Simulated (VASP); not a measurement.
# BN (P6_3mc) in VASP: a series of runs, part 2 of 2

VASP 6.6.1.

### Step 5. Single point, PBE (strain -0.040 along x and y, -0.080 along z)

The input, INCAR:

```
PREC = Accurate
ENCUT = 520
EDIFF = 1E-6
ISMEAR = 0
SIGMA = 0.05
LREAL = F
LASPH = T
NELM = 60
ALGO = Normal
ISIF = 2
LWAVE = F
LCHARG = F
GGA = PE
NBANDS = 16
```

The input, KPOINTS:

```
Automatic mesh
0
Gamma
  12 12 6
```

The input, POSCAR:

```
BN
1.0
    2.4517820176      0.0000000000      0.0000000000
   -1.2258910088      2.1233055118      0.0000000000
    0.0000000000      0.0000000000      3.8887066000
B N
2 2
Direct
    0.6666666667      0.3333333333      0.9997240000
    0.3333333333      0.6666666667      0.4997240000
    0.6666666667      0.3333333333      0.6252760000
    0.3333333333      0.6666666667      0.1252760000
```

Potentials or basis: VASP PAW PBE potentials, release 64 (B, N).

Run with:

```sh
$ cat potpaw_PBE.64/B/POTCAR potpaw_PBE.64/N/POTCAR > POTCAR
$ mpirun -np 1 vasp_std > vasp.out
```

OUTCAR:

```text
PREC = Accurate
   ENCUT = 520
   EDIFF = 1E-6
   ISMEAR = 0
   LREAL = F
   LASPH = T
   NELM = 60
   ISIF = 2
   GGA = PE

 ion  position               nearest neighbor table
   1  0.667  0.333  1.000-   3 1.46   4 1.50   4 1.50   4 1.50
   2  0.333  0.667  0.500-   4 1.46   3 1.50   3 1.50   3 1.50
   3  0.667  0.333  0.625-   1 1.46   2 1.50   2 1.50   2 1.50
   4  0.333  0.667  0.125-   2 1.46   1 1.50   1 1.50   1 1.50

  LATTYP: Found a hexagonal cell.
 ALAT       =     2.4517820176
 C/A-ratio  =     1.5860735465

  Lattice vectors:

 A1 = (   2.4517820176,   0.0000000000,   0.0000000000)
 A2 = (  -1.2258910088,   2.1233055118,   0.0000000000)
 A3 = (   0.0000000000,   0.0000000000,   3.8887066000)

Analysis of symmetry for initial positions (statically):
=====================================================================
 Subroutine PRICEL returns:
 Original cell was already a primitive cell.

 Routine SETGRP: Setting up the symmetry group for a
 hexagonal supercell.

[... 167 lines left out ...]
  ---------------------------------------------------
  free energy    TOTEN  =       -33.87704336 eV

  energy without entropy =      -33.87704336  energy(sigma->0) =      -33.87704336

 E-fermi :   9.8731     XC(G=0): -13.5860

 val. band max:        9.5909978290   @ k =   0.0000   0.0000   0.0000
 cond. band min:      14.6430418039   @ k =   0.3333   0.3333   0.0000
 fundamental gap:      5.0520439749
 Fermi energy:         9.8730810120

 k-point     1 :       0.0000    0.0000    0.0000
  band No.  band energies     occupation
      1     -12.6947      2.00000
      2      -7.3684      2.00000
      3      -2.7146      2.00000
      4       6.7340      2.00000
      5       6.7340      2.00000
      6       9.3918      2.00000
[... 433 lines left out ...]
      3      -0.5489      2.00000
      4       1.3849      2.00000
      5       3.1176      2.00000
      6       4.2865      2.00000
[... 8 lines left out ...]
     15      27.6187      0.00000
     16      28.5455      0.00000

 [... further k-points ...]
[... 5 lines left out ...]
  --------------------------------------------------------------------------------------
  -------------------------------------------------------------------------------------
  Total        8.0996507      8.0996507     16.0803382     -0.0000000      0.0000000      0.0000000
  in kB      641.0285244    641.0285244   1272.6419709     -0.0000000      0.0000000      0.0000000
  external PRESSURE =     851.5663399 kB  Pullay stress =       0.0000000 kB

 VOLUME and BASIS-vectors are now :
 -----------------------------------------------------------------------------
  energy-cutoff  :      520.00
  volume of cell :       20.24
      direct lattice vectors                 reciprocal lattice vectors
     2.451782018  0.000000000  0.000000000     0.407866602  0.235481892  0.000000000
    -1.225891009  2.123305512  0.000000000     0.000000000  0.470963785  0.000000000
     0.000000000  0.000000000  3.888706600     0.000000000  0.000000000  0.257154911

 POSITION                                       TOTAL-FORCE (eV/Angst)
 -----------------------------------------------------------------------------------
      1.22589      0.70777      3.88763        -0.000000      0.000000      0.447089
     -0.00000      1.41554      1.94328         0.000000     -0.000000      0.447089
      1.22589      0.70777      2.43151        -0.000000     -0.000000     -0.447089
     -0.00000      1.41554      0.48716         0.000000      0.000000     -0.447089
 -----------------------------------------------------------------------------------
    total drift:                               -0.000000     -0.000000     -0.000700

  FREE ENERGIE OF THE ION-ELECTRON SYSTEM (eV)
  ---------------------------------------------------
  free  energy   TOTEN  =       -33.8770433614 eV

  energy  without entropy=      -33.8770433614  energy(sigma->0) =      -33.87704336
```

stdout:

```text
POSCAR found type information on POSCAR B N
 POSCAR found :  2 types and       4 ions
 scaLAPACK will be used
 LDA part: xc-table for (Slater+PW92), standard interpolation
 POSCAR, INCAR and KPOINTS ok, starting setup
 FFT: planning ... GRIDC
 FFT: planning ... GRID_SOFT
 FFT: planning ... GRID
 WAVECAR not read
 entering main loop
```

Wall time 20 s (1 thread of Intel Xeon 6975P-C, shared host); peak memory 0.14 GiB.

Results:

| Quantity | Value |
| --- | --- |
| Free energy | -33.8770 eV |
| Pressure | 85.2 GPa |
| Largest force | 0.447 eV/Å |
| Band gap on the k mesh | 5.05 eV, indirect (least direct gap 8.57 eV) |

Forces on the atoms (eV/Å):
```
B    0.000  0.000  0.447
B    0.000  0.000  0.447
N    0.000  0.000 -0.447
N    0.000  0.000 -0.447
```

Stress tensor (GPa, compression positive):
```
 64.10   0.00   0.00
  0.00  64.10   0.00
  0.00   0.00 127.26
```

Levels at points of the mesh, in eV from the valence-band top:
| k point | band 5 | band 6 | band 7 | band 8 | band 9 | band 10 | band 11 | band 12 |
| --- | --- | --- | --- | --- | --- | --- | --- | --- |
| (0.00, 0.00, 0.00) | -2.86 | -0.20 | 0.00 | 0.00 | 8.57 | 8.57 | 10.59 | 10.72 |
| (0.50, 0.00, 0.00) | -7.84 | -6.10 | -5.32 | -2.26 | 6.80 | 8.77 | 11.11 | 12.66 |
| (0.00, 0.00, 0.50) | -1.60 | -1.60 | -1.60 | -1.60 | 10.38 | 10.38 | 10.46 | 10.46 |
| (0.50, 0.00, 0.50) | -4.52 | -4.52 | -3.85 | -3.85 | 7.22 | 7.22 | 11.46 | 11.46 |

Caveat: the cell differs from its parent crystal (strain -0.040 along x and y, -0.080 along z). A k mesh can miss the band edges.

### Step 6. Single point, PBE (strain -0.080 along x and y, +0.040 along z)

The input, INCAR:

```
ALGO = Normal ; EDIFF = 1E-7
ENCUT = 520 ; GGA = PE
ISIF = 2 ; ISMEAR = 0
LASPH = True ; LCHARG = False
LREAL = False ; LWAVE = False
NBANDS = 16 ; NELM = 100
PREC = Accurate ; SIGMA = 0.05
```

The input, KPOINTS:

```
k-points
0
Gamma
  12 12 6
```

The input, POSCAR:

```
BN
1.0
    2.3496244336      0.0000000000      0.0000000000
   -1.1748122168      2.0348344488      0.0000000000
    0.0000000000      0.0000000000      4.3959292000
B N
2 2
Direct
    0.6666666667      0.3333333333      0.9997240000
    0.3333333333      0.6666666667      0.4997240000
    0.6666666667      0.3333333333      0.6252760000
    0.3333333333      0.6666666667      0.1252760000
```

Potentials or basis: VASP PAW PBE potentials, release 64 (B, N).

Run with:

```sh
$ cat potpaw_PBE.64/B/POTCAR potpaw_PBE.64/N/POTCAR > POTCAR
$ mpirun -np 1 vasp_std > vasp.out
```

Run time: 21 s. Hardware: 1 thread of Intel Xeon 6975P-C, shared host; peak memory 0.14 GiB.

It converged, with:

| Item | Value |
| --- | --- |
| Free energy | -33.5163 eV |
| Pressure | 68.8 GPa |
| Largest force | 0.365 eV/Å |
| Band gap on the k mesh | 4.37 eV, indirect (least direct gap 4.93 eV) |

Forces on the atoms (eV/Å):
```
B    0.000  0.000 -0.365
B    0.000  0.000 -0.365
N    0.000  0.000  0.365
N    0.000  0.000  0.365
```

Stress tensor (GPa, compression positive):
```
118.60   0.00   0.00
  0.00 118.60   0.00
  0.00   0.00 -30.74
```

Levels at points of the mesh, in eV from the valence-band top:
```csv
k point,band 4,band 5,band 6,band 7,band 8,band 9,band 10,band 11,band 12,band 13
"(0.00, 0.00, 0.00)",-1.51,-1.51,-1.37,0.00,0.00,4.93,9.99,9.99,12.86,12.86
"(0.50, 0.00, 0.00)",-9.82,-7.51,-5.03,-5.00,-2.91,7.03,8.10,10.80,11.98,13.03
"(0.00, 0.00, 0.50)",-7.75,-0.82,-0.82,-0.82,-0.82,10.73,10.73,11.30,11.30,11.30
"(0.50, 0.00, 0.50)",-11.35,-4.74,-4.74,-4.09,-4.09,5.90,5.90,10.62,10.62,15.36
```

Caveat: the cell differs from its parent crystal (strain -0.080 along x and y, +0.040 along z).

### Step 7. Overview

```tsv
cell	gap on the mesh (eV)	pressure (GPa)	largest force (eV/Å)
a = 2.350, b = 2.350, c = 3.889 Å, angles 90.0, 90.0, 120.0°, 4 atoms	4.64	147.5	0.23
a = 2.350, b = 2.350, c = 4.058 Å, angles 90.0, 90.0, 120.0°, 4 atoms	4.55	114.5	0.67
a = 2.350, b = 2.350, c = 4.227 Å, angles 90.0, 90.0, 120.0°, 4 atoms	4.46	88.8	0.67
a = 2.452, b = 2.452, c = 3.889 Å, angles 90.0, 90.0, 120.0°, 4 atoms	5.05	85.2	0.45
a = 2.350, b = 2.350, c = 4.396 Å, angles 90.0, 90.0, 120.0°, 4 atoms	4.37	68.8	0.37
```

Alike in all rows: task single point; level PBE; potentials or basis VASP PAW PBE potentials, release 64 (B, N); no spin polarisation; k mesh 12 × 12 × 6; cutoff (eV) 520; smearing gaussian 0.05 eV.

Absolute energies hang on the potentials; compare differences alone.
